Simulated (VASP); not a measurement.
# Al3P2 (P4mm) in VASP: further runs, part 2 of 2

VASP 6.6.1. Earlier steps stand in the parts before.

**5. Single point, PBE**

This run uses another cell than the first one, of 20.55 Å³/atom.

INCAR reads:

```
ALGO     = Normal         # electronic algorithm
EDIFF    = 1E-6           # SCF threshold, eV
ENCUT    = 520            # plane-wave cutoff, eV
GGA      = PE             # functional
ISIF     = 2              # what is computed and relaxed
ISMEAR   = 0              # smearing method
LASPH    = True           # aspherical terms in the spheres
LCHARG   = True           # write CHGCAR
LELF     = True           # ELF
LREAL    = False          # projectors in reciprocal space
LVHAR    = True         
LWAVE    = False          # write WAVECAR
NBANDS   = 18             # bands
NELM     = 80             # most SCF steps
PREC     = Accurate       # precision mode
SIGMA    = 0.1            # smearing width, eV
```

KPOINTS reads:

```
k-points
0
Gamma
  10 10 6
```

POSCAR reads:

```
Al3P2
1.0
    4.2562750741      0.0000000000      0.0000000000
    0.0000000000      4.2562750741      0.0000000000
    0.0000000000      0.0000000000      5.6704868019
Al P
3 2
Direct
    0.5000000000      0.0000000000      0.9886979634
    0.0000000000      0.5000000000      0.9886979634
    0.0000000000      0.0000000000      0.3268492573
    0.0000000000      0.0000000000      0.7517061438
    0.5000000000      0.5000000000      0.2140485923
```

Potentials or basis: VASP PAW PBE potentials, release 64 (Al, P).

Command:

```sh
$ cat potpaw_PBE.64/Al/POTCAR potpaw_PBE.64/P/POTCAR > POTCAR
$ mpirun -np 1 vasp_std > vasp.out
```

OUTCAR:

```text
EDIFF = 1E-6
   ENCUT = 520
   GGA = PE
   ISIF = 2
   ISMEAR = 0
   LASPH = True
   LREAL = False
   NELM = 80
   PREC = Accurate

 ion  position               nearest neighbor table
   1  0.500  0.000  0.989-   5 2.48   5 2.48   4 2.52   4 2.52   3 2.86   3 2.86   2 3.01   2 3.01
                             2 3.01   2 3.01
   2  0.000  0.500  0.989-   5 2.48   5 2.48   4 2.52   4 2.52   3 2.86   3 2.86   1 3.01   1 3.01
                             1 3.01   1 3.01
   3  0.000  0.000  0.327-   4 2.41   2 2.86   1 2.86   2 2.86   1 2.86   5 3.08   5 3.08   5 3.08
                             5 3.08
   4  0.000  0.000  0.752-   3 2.41   2 2.52   1 2.52   2 2.52   1 2.52
   5  0.500  0.500  0.214-   1 2.48   2 2.48   1 2.48   2 2.48   3 3.08   3 3.08   3 3.08   3 3.08

  LATTYP: Found a simple tetragonal cell.
 ALAT       =     4.2562750741
 C/A-ratio  =     1.3322651152

  Lattice vectors:

 A1 = (   4.2562750741,   0.0000000000,   0.0000000000)
 A2 = (   0.0000000000,   4.2562750741,   0.0000000000)
 A3 = (   0.0000000000,   0.0000000000,   5.6704868019)

Analysis of symmetry for initial positions (statically):
[... 181 lines left out ...]

 val. band max:        6.1693449898   @ k =   0.2000   0.2000   0.3333
 cond. band min:       6.1810837559   @ k =   0.4000   0.1000   0.5000
 fundamental gap:      0.0117387661
 Fermi energy:         6.1792586517

 k-point     1 :       0.0000    0.0000    0.0000
  band No.  band energies     occupation
      1      -7.0935      2.00000
      2      -4.7627      2.00000
      3      -0.3707      2.00000
      4       1.1191      2.00000
      5       1.1191      2.00000
      6       2.1675      2.00000
[... 481 lines left out ...]
      5       1.4108      2.00000
      6       1.9007      2.00000
[... 10 lines left out ...]
     17      10.8107      0.00000
     18      11.0580      0.00000

 [... further k-points ...]

------------------------ aborting loop because EDIFF is reached ----------------------------------------

  FORCE on cell =-STRESS in cart. coord.  units (eV):
  Direction    XX          YY          ZZ          XY          YZ          ZX
  --------------------------------------------------------------------------------------
  -------------------------------------------------------------------------------------
  Total       -0.0378611     -0.0378611     -0.0479528      0.0000000      0.0000000      0.0000000
  in kB       -0.5905057     -0.5905057     -0.7479022      0.0000000      0.0000000      0.0000000
  external PRESSURE =      -0.6429712 kB  Pullay stress =       0.0000000 kB

 VOLUME and BASIS-vectors are now :
 -----------------------------------------------------------------------------
  energy-cutoff  :      520.00
  volume of cell :      102.73
      direct lattice vectors                 reciprocal lattice vectors
     4.256275074  0.000000000  0.000000000     0.234947221  0.000000000  0.000000000
     0.000000000  4.256275074  0.000000000     0.000000000  0.234947221  0.000000000
     0.000000000  0.000000000  5.670486802     0.000000000  0.000000000  0.176351702

 POSITION                                       TOTAL-FORCE (eV/Angst)
 -----------------------------------------------------------------------------------
      2.12814      0.00000      5.60640         0.000000     -0.000000     -0.000021
      0.00000      2.12814      5.60640         0.000000      0.000000     -0.000021
      0.00000      0.00000      1.85339         0.000000      0.000000      0.001559
      0.00000      0.00000      4.26254         0.000000      0.000000      0.008736
      2.12814      2.12814      1.21376         0.000000      0.000000     -0.010253
 -----------------------------------------------------------------------------------
    total drift:                               -0.000000      0.000000      0.000241

  FREE ENERGIE OF THE ION-ELECTRON SYSTEM (eV)
  ---------------------------------------------------
  free  energy   TOTEN  =       -22.1737272467 eV

  energy  without entropy=      -22.1653611880  energy(sigma->0) =      -22.16954422
```

stdout:

```text
POSCAR found type information on POSCAR AlP
 POSCAR found :  2 types and       5 ions
 scaLAPACK will be used
 LDA part: xc-table for (Slater+PW92), standard interpolation
 POSCAR, INCAR and KPOINTS ok, starting setup
 FFT: planning ... GRIDC
 FFT: planning ... GRID_SOFT
 FFT: planning ... GRID
 WAVECAR not read
 entering main loop
```

It took 2.7 min on 1 thread of Intel Xeon 8259CL, shared host; peak memory 0.27 GiB.

What came out:

```yaml
Free_energy: -22.1737 eV
Pressure: -0.1 GPa
Largest_force: 0.010 eV/Å
Band_gap_on_the_k_mesh: zero (an odd number of electrons rules out a gap without spin polarisation)
```

Forces in eV/Å, atoms in the order of the input:
```
Al   0.000  0.000  0.000
Al   0.000  0.000  0.000
Al   0.000  0.000  0.002
P    0.000  0.000  0.009
P    0.000  0.000 -0.010
```

Levels at points of the mesh, in eV from the Fermi level:
```csv
k point,band 5,band 6,band 7,band 8,band 9,band 10,band 11,band 12,band 13,band 14
"(0.00, 0.00, 0.00)",-5.06,-4.01,-2.34,-2.34,-2.17,-2.05,0.37,1.73,2.19,2.19
"(0.50, 0.00, 0.00)",-5.44,-3.71,-3.58,-3.41,-1.23,-0.91,0.94,1.61,2.88,2.97
"(0.50, 0.50, 0.00)",-5.29,-4.33,-4.00,-4.00,-3.51,0.05,0.05,0.87,4.83,4.83
"(0.00, 0.00, 0.50)",-4.85,-4.27,-2.90,-2.90,-1.84,-1.44,0.95,0.97,2.63,2.63
"(0.50, 0.00, 0.50)",-3.67,-3.45,-3.41,-2.35,-1.31,-0.99,-0.18,0.75,1.94,2.38
"(0.50, 0.50, 0.50)",-6.85,-4.83,-4.83,-3.91,-1.03,1.63,2.49,2.91,2.91,3.29
```

**6. Single point, PBE**

This run uses another cell than the first one, of 20.54 Å³/atom.

INCAR reads:

```
SYSTEM = Al3P2
ALGO     = Normal         ! electronic algorithm
EDIFF    = 1E-6           ! SCF threshold, eV
ENCUT    = 520            ! plane-wave cutoff, eV
GGA      = PE             ! functional
ISIF     = 2              ! what is computed and relaxed
ISMEAR   = 0              ! smearing method
LASPH    = .True.         ! aspherical terms in the spheres
LCHARG   = .True.         ! write CHGCAR
LELF     = .True.         ! ELF
LREAL    = .False.        ! projectors in reciprocal space
LVHAR    = .True.       
LWAVE    = .False.        ! write WAVECAR
NBANDS   = 18             ! bands
NELM     = 80             ! most SCF steps
PREC     = Accurate       ! precision mode
SIGMA    = 0.1            ! smearing width, eV
```

KPOINTS reads:

```
k-points
0
Gamma
  10 10 8
  0 0 0
```

POSCAR reads:

```
Al3P2
1.0
    4.2578910419      0.0000000000      0.0000000000
    0.0000000000      4.2578910419      0.0000000000
    0.0000000000      0.0000000000      5.6654266184
Al P
3 2
Direct
    0.5000000000      0.0000000000      0.9887842969
    0.0000000000      0.5000000000      0.9887842969
    0.0000000000      0.0000000000      0.3264852923
    0.0000000000      0.0000000000      0.7518125369
    0.5000000000      0.5000000000      0.2141334972
```

Potentials or basis: VASP PAW PBE potentials, release 64 (Al, P).

Command:

```sh
$ cat potpaw_PBE.64/Al/POTCAR potpaw_PBE.64/P/POTCAR > POTCAR
$ mpirun -np 1 vasp_std > vasp.out
```

OUTCAR:

```text
SYSTEM = Al3P2
   EDIFF = 1E-6
   ENCUT = 520
   GGA = PE
   ISIF = 2
   ISMEAR = 0
   LASPH = .True.
   LREAL = .False.
   NELM = 80
   PREC = Accurate

 ion  position               nearest neighbor table
   1  0.500  0.000  0.989-   5 2.48   5 2.48   4 2.52   4 2.52   3 2.86   3 2.86   2 3.01   2 3.01
                             2 3.01   2 3.01
   2  0.000  0.500  0.989-   5 2.48   5 2.48   4 2.52   4 2.52   3 2.86   3 2.86   1 3.01   1 3.01
                             1 3.01   1 3.01
   3  0.000  0.000  0.326-   4 2.41   2 2.86   1 2.86   2 2.86   1 2.86   5 3.08   5 3.08   5 3.08
                             5 3.08
   4  0.000  0.000  0.752-   3 2.41   2 2.52   1 2.52   2 2.52   1 2.52
   5  0.500  0.500  0.214-   1 2.48   2 2.48   1 2.48   2 2.48   3 3.08   3 3.08   3 3.08   3 3.08

  LATTYP: Found a simple tetragonal cell.
 ALAT       =     4.2578910419
 C/A-ratio  =     1.3305710650

  Lattice vectors:

 A1 = (   4.2578910419,   0.0000000000,   0.0000000000)
 A2 = (   0.0000000000,   4.2578910419,   0.0000000000)
 A3 = (   0.0000000000,   0.0000000000,   5.6654266184)
[... 183 lines left out ...]

 val. band max:        6.1547800488   @ k =   0.2000   0.1000   0.5000
 cond. band min:       6.1812038943   @ k =   0.3000   0.0000   0.3750
 fundamental gap:      0.0264238456
 Fermi energy:         6.1744896289

 k-point     1 :       0.0000    0.0000    0.0000
  band No.  band energies     occupation
      1      -7.0931      2.00000
      2      -4.7593      2.00000
      3      -0.3630      2.00000
      4       1.1155      2.00000
      5       1.1155      2.00000
      6       2.1630      2.00000
[... 481 lines left out ...]
      5       1.3884      2.00000
      6       1.9437      2.00000
[... 10 lines left out ...]
     17      11.0351      0.00000
     18      11.0721      0.00000

 [... further k-points ...]

------------------------ aborting loop because EDIFF is reached ----------------------------------------

  FORCE on cell =-STRESS in cart. coord.  units (eV):
  Direction    XX          YY          ZZ          XY          YZ          ZX
  --------------------------------------------------------------------------------------
  -------------------------------------------------------------------------------------
  Total       -0.0456875     -0.0456875     -0.0273791      0.0000000      0.0000000      0.0000000
  in kB       -0.7126664     -0.7126664     -0.4270791      0.0000000      0.0000000      0.0000000
  external PRESSURE =      -0.6174707 kB  Pullay stress =       0.0000000 kB

 VOLUME and BASIS-vectors are now :
 -----------------------------------------------------------------------------
  energy-cutoff  :      520.00
  volume of cell :      102.71
      direct lattice vectors                 reciprocal lattice vectors
     4.257891042  0.000000000  0.000000000     0.234858053  0.000000000  0.000000000
     0.000000000  4.257891042  0.000000000     0.000000000  0.234858053  0.000000000
     0.000000000  0.000000000  5.665426618     0.000000000  0.000000000  0.176509214

 POSITION                                       TOTAL-FORCE (eV/Angst)
 -----------------------------------------------------------------------------------
      2.12895      0.00000      5.60188         0.000000     -0.000000     -0.003516
      0.00000      2.12895      5.60188         0.000000     -0.000000     -0.003516
      0.00000      0.00000      1.84968         0.000000     -0.000000      0.010840
      0.00000      0.00000      4.25934         0.000000     -0.000000      0.002732
      2.12895      2.12895      1.21316         0.000000      0.000000     -0.006540
 -----------------------------------------------------------------------------------
    total drift:                                0.000000     -0.000000      0.000271

  FREE ENERGIE OF THE ION-ELECTRON SYSTEM (eV)
  ---------------------------------------------------
  free  energy   TOTEN  =       -22.1754386211 eV

  energy  without entropy=      -22.1675853285  energy(sigma->0) =      -22.17151197
```

OSZICAR:

```text
N       E                     dE             d eps       ncg     rms          rms(c)
DAV:   1     0.382602373026E+02    0.38260E+02   -0.68068E+03  3780   0.829E+02
DAV:   2    -0.196021845597E+02   -0.57862E+02   -0.55139E+02  4892   0.127E+02
DAV:   3    -0.228542116315E+02   -0.32520E+01   -0.32251E+01  5104   0.292E+01
DAV:   4    -0.229047399124E+02   -0.50528E-01   -0.50499E-01  4908   0.425E+00
DAV:   5    -0.229061528023E+02   -0.14129E-02   -0.14128E-02  5134   0.708E-01    0.660E+00
DAV:   6    -0.222721662077E+02    0.63399E+00   -0.80895E-01  4190   0.393E+00    0.376E+00
DAV:   7    -0.221758785037E+02    0.96288E-01   -0.50616E-01  4892   0.297E+00    0.143E+00
DAV:   8    -0.221750392872E+02    0.83922E-03   -0.53001E-02  4340   0.120E+00    0.377E-01
DAV:   9    -0.221749478687E+02    0.91418E-04   -0.55012E-03  4334   0.428E-01    0.134E-01
DAV:  10    -0.221752904958E+02   -0.34263E-03   -0.97605E-04  4566   0.160E-01    0.680E-02
DAV:  11    -0.221754044230E+02   -0.11393E-03   -0.17728E-04  4696   0.697E-02    0.361E-02
DAV:  12    -0.221754306601E+02   -0.26237E-04   -0.36626E-05  4358   0.295E-02    0.147E-02
DAV:  13    -0.221754382485E+02   -0.75884E-05   -0.17543E-05  4346   0.205E-02    0.506E-03
DAV:  14    -0.221754386211E+02   -0.37256E-06   -0.15203E-06  3920   0.634E-03
   1 F= -.22175439E+02 E0= -.22171512E+02  d E =-.785329E-02
```

Wall time 3 min (1 thread of Intel Xeon 8259CL, shared host); peak memory 0.3 GiB.

What came out:

| Quantity | Value |
| --- | --- |
| Free energy | -22.1754 eV |
| Pressure | -0.1 GPa |
| Largest force | 0.011 eV/Å |
| Band gap on the k mesh | zero (an odd number of electrons rules out a gap without spin polarisation) |

Forces on the atoms (eV/Å):
```
Al   0.000  0.000 -0.004
Al   0.000  0.000 -0.004
Al   0.000  0.000  0.011
P    0.000  0.000  0.003
P    0.000  0.000 -0.007
```

Levels at points of the mesh, in eV from the Fermi level:
```
           k point  band 7  band 8  band 9  band 10  band 11  band 12  band 13  band 14
(0.00, 0.00, 0.00)   -2.33   -2.33   -2.16    -2.05     0.37     1.74     2.20     2.20
(0.50, 0.00, 0.00)   -3.58   -3.40   -1.23    -0.91     0.94     1.61     2.89     2.98
(0.50, 0.50, 0.00)   -3.99   -3.99   -3.50     0.06     0.06     0.88     4.82     4.82
(0.00, 0.00, 0.50)   -2.90   -2.90   -1.84    -1.43     0.95     0.98     2.63     2.63
(0.50, 0.00, 0.50)   -3.41   -2.35   -1.31    -0.98    -0.18     0.76     1.95     2.38
(0.50, 0.50, 0.50)   -4.83   -3.91   -1.02     1.64     2.50     2.93     2.93     3.31
```

**7. Summary**

| task | cell | k mesh | cutoff (eV) | gap on the mesh (eV) | pressure (GPa) | largest force (eV/Å) |
| --- | --- | --- | --- | --- | --- | --- |
| single point | a = 3.772, b = 3.772, c = 5.556 Å, 5 atoms, atomic positions A | 4 × 4 × 4 | 520 | none | 17.2 | 4.39 |
| single point | a = 4.051, b = 4.051, c = 5.985 Å, 5 atoms, atomic positions B | 4 × 4 × 4 | 520 | none | 0.2 | 0.04 |
| relaxation of cell and atoms | relaxed from a = 3.772, b = 3.772, c = 5.556 Å, 5 atoms, atomic positions A | 4 × 4 × 4 | 600 | none | 0.0 | 0.04 |
| single point | a = 4.256, b = 4.256, c = 5.670 Å, 5 atoms, atomic positions C | 10 × 10 × 6 | 520 | none | -0.1 | 0.01 |
| single point | a = 4.258, b = 4.258, c = 5.665 Å, 5 atoms, atomic positions C | 10 × 10 × 8 | 520 | none | -0.1 | 0.01 |

Alike in all rows: level PBE; potentials or basis VASP PAW PBE potentials, release 64 (Al, P); no spin polarisation; smearing gaussian 0.1 eV.

Caveats: some runs use coarse meshes; forces of over 1 eV/Å act on the atoms, so gaps and moduli don't describe the material at rest (at least some runs); the volume moved by over 15 % at a fixed basis, so the end points are rough (at least some runs).

Absolute energies hang on the potentials; compare differences alone.
